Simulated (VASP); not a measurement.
# Nb2Te5 (P-3m1) in VASP: further runs

The runs below take Nb2Te5 through single point, relaxation of cell and atoms, with PBE.

Everything below comes from runs of VASP 6.6.1. Logs are shortened: lines on timing, memory, paths and dates and some standing lists are left out, and cuts for length are marked.

## 1. The cell of the first run

It takes space group P-3m1 (No. 164, trigonal). Conventional cell: a = 3.606 Å, b = 3.606 Å, c = 18.262 Å, α = 90.00°, β = 90.00°, γ = 120.00°. Nb (site symmetry 3m) has 6 Te at 2.81 Å and 6 Nb at 3.61 Å within 3.7 Å. Within 3.7 Å of Te (site symmetry 3m) lie 3 Nb at 2.81 Å and 6 Te at 3.61 Å. Within 3.7 Å of Te (site symmetry 3m) lie 3 Nb at 2.81 Å and 6 Te at 3.61 Å. Te (site symmetry -3m) has 12 Te at 3.61 to 3.78 Å within 4.7 Å.

## 2. Single point, PBE

INCAR reads:

```
SYSTEM = Nb2Te5
PREC = Accurate
ENCUT = 520
EDIFF = 1E-6
ISMEAR = 0
SIGMA = 0.2
LREAL = .FALSE.
LASPH = .TRUE.
NELM = 100
ALGO = Normal
ISIF = 2
LWAVE = .FALSE.
LCHARG = .FALSE.
GGA = PE
NBANDS = 37
```

KPOINTS reads:

```
Automatic mesh
0
G
  5 5 1
  0 0 0
```

POSCAR reads:

```
Nb2Te5
1.0
    3.6058866191      0.0000000000      0.0000000000
   -1.8029433096      3.1227894153      0.0000000000
    0.0000000000      0.0000000000     18.2619957105
Nb Te
2 5
Direct
    0.0000000000      0.0000000000      0.7234947277
    0.0000000000      0.0000000000      0.2765052723
    0.6666666667      0.3333333333      0.8269591287
    0.3333333333      0.6666666667      0.6204875223
    0.3333333333      0.6666666667      0.1730408713
    0.6666666667      0.3333333333      0.3795124777
    0.0000000000      0.0000000000      0.0000000000
```

Potentials or basis: VASP PAW PBE potentials, release 64 (Nb_sv, Te).

The run is started by

```sh
$ cat potpaw_PBE.64/Nb_sv/POTCAR potpaw_PBE.64/Te/POTCAR > POTCAR
$ mpirun -np 1 vasp_std > vasp.out
```

OUTCAR:

```text
SYSTEM = Nb2Te5
   PREC = Accurate
   ENCUT = 520
   EDIFF = 1E-6
   ISMEAR = 0
   LREAL = .FALSE.
   LASPH = .TRUE.
   NELM = 100
   ISIF = 2
   GGA = PE

 ion  position               nearest neighbor table
   1  0.000  0.000  0.723-   4 2.81   4 2.81   4 2.81   3 2.81   3 2.81   3 2.81
   2  0.000  0.000  0.277-   6 2.81   6 2.81   6 2.81   5 2.81   5 2.81   5 2.81
   3  0.667  0.333  0.827-   1 2.81   1 2.81   1 2.81
   4  0.333  0.667  0.620-   1 2.81   1 2.81   1 2.81
   5  0.333  0.667  0.173-   2 2.81   2 2.81   2 2.81
   6  0.667  0.333  0.380-   2 2.81   2 2.81   2 2.81
   7  0.000  0.000  0.000-

  LATTYP: Found a hexagonal cell.
 ALAT       =     3.6058866191
 C/A-ratio  =     5.0644952655

  Lattice vectors:

 A1 = (   3.6058866191,   0.0000000000,   0.0000000000)
 A2 = (  -1.8029433096,   3.1227894153,   0.0000000000)
 A3 = (   0.0000000000,   0.0000000000,  18.2619957105)

Analysis of symmetry for initial positions (statically):
=====================================================================
 Subroutine PRICEL returns:
 Original cell was already a primitive cell.

 Routine SETGRP: Setting up the symmetry group for a
 hexagonal supercell.

 Subroutine GETGRP returns: Found 12 space group operations
 (whereof 12 operations were pure point group operations)
 out of a pool of 24 trial point group operations.

The static configuration has the point symmetry D_3d.

Analysis of symmetry for dynamics (positions and initial velocities):
=====================================================================
 Subroutine PRICEL returns:
 Original cell was already a primitive cell.

 Routine SETGRP: Setting up the symmetry group for a
 hexagonal supercell.

 Subroutine GETGRP returns: Found 12 space group operations
 (whereof 12 operations were pure point group operations)
 out of a pool of 24 trial point group operations.

The dynamic configuration has the point symmetry D_3d.

 Subroutine INISYM returns: Found 12 space group operations
 (whereof 12 operations are pure point group operations),
 and found     1 'primitive' translations

----------------------------------------------------------------------------------------

                                     Primitive cell

  volume of cell :     205.6378

  direct lattice vectors                    reciprocal lattice vectors
     3.605886619  0.000000000  0.000000000     0.277324305  0.160113262  0.000000000
    -1.802943310  3.122789415  0.000000000     0.000000000  0.320226524  0.000000000
     0.000000000  0.000000000 18.261995710     0.000000000  0.000000000  0.054758528

  length of vectors
     3.605886619  3.605886619 18.261995710     0.320226524  0.320226524  0.054758528

  position of ions in fractional coordinates (direct lattice)
     0.000000000  0.000000000  0.723494728
     0.000000000  0.000000000  0.276505272
     0.666666667  0.333333333  0.826959129
     0.333333333  0.666666667  0.620487522
     0.333333333  0.666666667  0.173040871
     0.666666667  0.333333333  0.379512478
     0.000000000  0.000000000  0.000000000

  ion indices of the primitive-cell ions
   primitive index   ion index
                 1           1
                 2           2
                 3           3
                 4           4
                 5           5
                 6           6
                 7           7

----------------------------------------------------------------------------------------

 KPOINTS: Automatic mesh

Automatic generation of k-mesh.
 Grid dimensions read from file:
 generate k-points for:    5    5    1

 Generating k-lattice:

  Cartesian coordinates                     Fractional coordinates (reciprocal lattice)
     0.055464861  0.032022652  0.000000000     0.200000000  0.000000000  0.000000000
     0.000000000  0.064045305  0.000000000     0.000000000  0.200000000  0.000000000
     0.000000000  0.000000000  0.054758528     0.000000000  0.000000000  1.000000000

  Length of vectors
     0.064045305  0.064045305  0.054758528

  Shift w.r.t. Gamma in fractional coordinates (k-lattice)
     0.000000000  0.000000000  0.000000000

 Subroutine IBZKPT returns following result:
 ===========================================

 Found      5 irreducible k-points:

 Following reciprocal coordinates:
            Coordinates               Weight
  0.000000  0.000000  0.000000      1.000000
  0.200000  0.000000  0.000000      6.000000
  0.400000  0.000000  0.000000      6.000000
  0.200000  0.200000  0.000000      6.000000
  0.400000  0.200000  0.000000      6.000000
   k-points           NKPTS =      5   k-points in BZ     NKDIM =      5   number of bands    NBANDS=     37
   number of dos      NEDOS =    301   number of ions     NIONS =      7
   total plane-waves  NPLWV = 109760
   dimension x,y,z NGX =    28 NGY =   28 NGZ =  140
   dimension x,y,z NGXF=    56 NGYF=   56 NGZF=  280
   ions per type =               2   5
   NGX,Y,Z   is equivalent  to a cutoff of  12.91, 12.91, 12.74 a.u.
   NGXF,Y,Z  is equivalent  to a cutoff of  25.82, 25.82, 25.49 a.u.
 SYSTEM =  Nb2Te5
   PREC   = accura    normal or accurate (medium, high low for compatibility)
   ISTART =      0    job   : 0-new  1-cont  2-samecut
   ICHARG =      2    charge: 1-file 2-atom 10-const
   ISPIN  =      1    spin polarized calculation?
   LNONCOLLINEAR =      F non collinear calculations
   LSORBIT =      F    spin-orbit coupling
   LASPH  =      T    aspherical Exc in radial PAW
   ENCUT  =  520.0 eV  38.22 Ry    6.18 a.u.   6.70  6.70 33.96*2*pi/ulx,y,z
   NELM   =    100;   NELMIN=  2; NELMDL= -5     # of ELM steps
   EDIFF  = 0.1E-05   stopping-criterion for ELM
   LREAL  =      F    real-space projection
   EDIFFG = 0.1E-04   stopping-criterion for IOM
   NSW    =      0    number of steps for IOM
   IBRION =     -1    ionic relax: 0-MD 1-quasi-New 2-CG
   NFREE  =      0    steps in history (QN), initial steepest desc. (CG)
   ISIF   =      2    stress and relaxation
   ISYM   =      2    0-nonsym 1-usesym 2-fastsym
   POTIM  = 0.5000    time-step for ionic-motion
   TEBEG  =    0.0;   TEEND  =   0.0 temperature during run
   PSTRESS=    0.0 pullay stress
   NELECT =      56.0000    total number of electrons
   NUPDOWN=      -1.0000    fix difference up-down
   EMIN   =  10.00;   EMAX   =-10.00  energy-range for DOS
   EFERMI =   0.00;   METHOD = LEGACY
   ISMEAR =     0;   SIGMA  =   0.20  broadening in eV -4-tet -1-fermi 0-gaus
   EFERMI_NEDOS =   21; number of points for ismear=-14 and -15
   IALGO  =     38    algorithm
   IMIX   =      4    mixing-type and parameters
     AMIX     =   0.40;   BMIX     =  1.00
     AMIX_MAG =   1.60;   BMIX_MAG =  1.00
  volume/ion in A,a.u.               =      29.38       198.24
  Fermi-wavevector in a.u.,A,eV,Ry     =   1.061133  2.005251 15.320206  1.126003
  Thomas-Fermi vector in A             =   2.196538
   LORBIT       =      0    0 simple, 1 ext, 2 COOP (PROOUT), +10 PAW based schemes
   GGA     = PE    functional components
   LHFCALC =     F    Hartree Fock is set to
   AEXX    =    0.0000 exact exchange contribution
   IVDW    =     0    specifies the selected vdW correction
   LEPSILON=     F    determine dielectric tensor
   LRPA    =     F    only Hartree local field effects (RPA)
 non-spin polarized calculation
 Gauss-broadening in eV      SIGMA  =   0.20
  energy-cutoff  :      520.00
  volume of cell :      205.64
 maximum number of plane-waves:      5563
 NGX is ok and might be reduce to    28
   NGX = 13   NGY = 13   NGZ = 67

 number of electron      56.0000001 magnetization

 Free energy of the ion-electron system (eV)
  ---------------------------------------------------
  ext. energy  EPLUGINS =         0.00000000
  ---------------------------------------------------
  free energy    TOTEN  =       -38.02572046 eV

  energy without entropy =      -37.93279059  energy(sigma->0) =      -37.97925552

 E-fermi :   6.7224     XC(G=0):  -9.6273

 val. band max:        6.6956113247   @ k =   0.2000   0.0000   0.0000
 cond. band min:       6.8072573301   @ k =   0.2000   0.0000   0.0000
 fundamental gap:      0.1116460053
 Fermi energy:         6.7223612002

 k-point     1 :       0.0000    0.0000    0.0000
  band No.  band energies     occupation
      1     -48.6301      2.00000
      2     -48.6301      2.00000
      3     -24.6647      2.00000
      4     -24.6647      2.00000
      5     -24.6597      2.00000
      6     -24.6597      2.00000
[... 29 lines left out ...]
     36      10.4893      0.00000
     37      10.5315      0.00000

 k-point     2 :       0.2000    0.0000    0.0000
  band No.  band energies     occupation
      1     -48.6259      2.00000
      2     -48.6259      2.00000
      3     -24.7152      2.00000
      4     -24.7152      2.00000
      5     -24.6725      2.00000
      6     -24.6725      2.00000
[... 29 lines left out ...]
     36       9.6036      0.00000
     37      10.1444      0.00000

 k-point     3 :       0.4000    0.0000    0.0000
  band No.  band energies     occupation
      1     -48.6191      2.00000
      2     -48.6191      2.00000
      3     -24.8035      2.00000
      4     -24.8035      2.00000
      5     -24.6932      2.00000
      6     -24.6932      2.00000
[... 29 lines left out ...]
     36      10.2213      0.00000
     37      10.2620      0.00000

 k-point     4 :       0.2000    0.2000    0.0000
  band No.  band energies     occupation
      1     -48.6204      2.00000
      2     -48.6204      2.00000
      3     -24.7723      2.00000
      4     -24.7722      2.00000
      5     -24.7040      2.00000
      6     -24.7040      2.00000
[... 29 lines left out ...]
     36       8.9615      0.00000
     37      10.1770      0.00000

 k-point     5 :       0.4000    0.2000    0.0000
  band No.  band energies     occupation
      1     -48.6170      2.00000
      2     -48.6170      2.00000
      3     -24.7993      2.00000
      4     -24.7993      2.00000
      5     -24.7313      2.00000
      6     -24.7313      2.00000
[... 29 lines left out ...]
     36       9.2241      0.00000
     37      10.1720      0.00000

------------------------ aborting loop because EDIFF is reached ----------------------------------------

  FORCE on cell =-STRESS in cart. coord.  units (eV):
  Direction    XX          YY          ZZ          XY          YZ          ZX
  --------------------------------------------------------------------------------------
  -------------------------------------------------------------------------------------
  Total       -0.1349759     -0.1349759     -0.0207623      0.0000000      0.0000000     -0.0000000
  in kB       -1.0516319     -1.0516319     -0.1617644      0.0000000      0.0000000     -0.0000000
  external PRESSURE =      -0.7550094 kB  Pullay stress =       0.0000000 kB

 VOLUME and BASIS-vectors are now :
 -----------------------------------------------------------------------------
  energy-cutoff  :      520.00
  volume of cell :      205.64
      direct lattice vectors                 reciprocal lattice vectors
     3.605886619  0.000000000  0.000000000     0.277324305  0.160113262  0.000000000
    -1.802943310  3.122789415  0.000000000     0.000000000  0.320226524  0.000000000
     0.000000000  0.000000000 18.261995710     0.000000000  0.000000000  0.054758528

 POSITION                                       TOTAL-FORCE (eV/Angst)
 -----------------------------------------------------------------------------------
      0.00000      0.00000     13.21246         0.000000     -0.000000      0.018700
      0.00000      0.00000      5.04954         0.000000      0.000000     -0.018700
      1.80294      1.04093     15.10192         0.000000      0.000000     -0.007970
     -0.00000      2.08186     11.33134         0.000000      0.000000      0.002449
     -0.00000      2.08186      3.16007        -0.000000     -0.000000      0.007970
      1.80294      1.04093      6.93066        -0.000000      0.000000     -0.002449
      0.00000      0.00000      0.00000         0.000000      0.000000      0.000000
 -----------------------------------------------------------------------------------
    total drift:                               -0.000000      0.000000      0.000000

  FREE ENERGIE OF THE ION-ELECTRON SYSTEM (eV)
  ---------------------------------------------------
  free  energy   TOTEN  =       -38.0257204563 eV

  energy  without entropy=      -37.9327905879  energy(sigma->0) =      -37.97925552
```

Run time: 45 s. Hardware: 1 thread of Intel Xeon Platinum 8488C (Sapphire Rapids), shared host; peak memory 0.32 GiB.

What came out:

| Item | Value |
| --- | --- |
| Free energy | -38.0257 eV |
| Pressure | -0.1 GPa |
| Largest force | 0.019 eV/Å |
| Band gap on the k mesh | zero (band 28 reaches 7.35 eV, above the bottom of band 29 at 6.30 eV) |

Forces in eV/Å, atoms in the order of the input:
```
Nb   0.000  0.000  0.019
Nb   0.000  0.000 -0.019
Te   0.000  0.000 -0.008
Te   0.000  0.000  0.002
Te   0.000  0.000  0.008
Te   0.000  0.000 -0.002
Te   0.000  0.000  0.000
```

Levels at points of the mesh, in eV from the Fermi level:
```tsv
k point	band 24	band 25	band 26	band 27	band 28	band 29	band 30	band 31	band 32	band 33
(0.00, 0.00, 0.00)	0.14	0.14	0.14	0.14	0.63	1.28	1.28	1.29	1.29	2.28
```

Caveat: the k points lie up to 0.40 Å⁻¹ apart; spin-orbit coupling is left out, which moves the levels of the heavy elements; this functional lacks dispersion, which binds the layers, so the pressure and a relaxed spacing across them are unreliable.

(Part 1 of 2 ends here.)
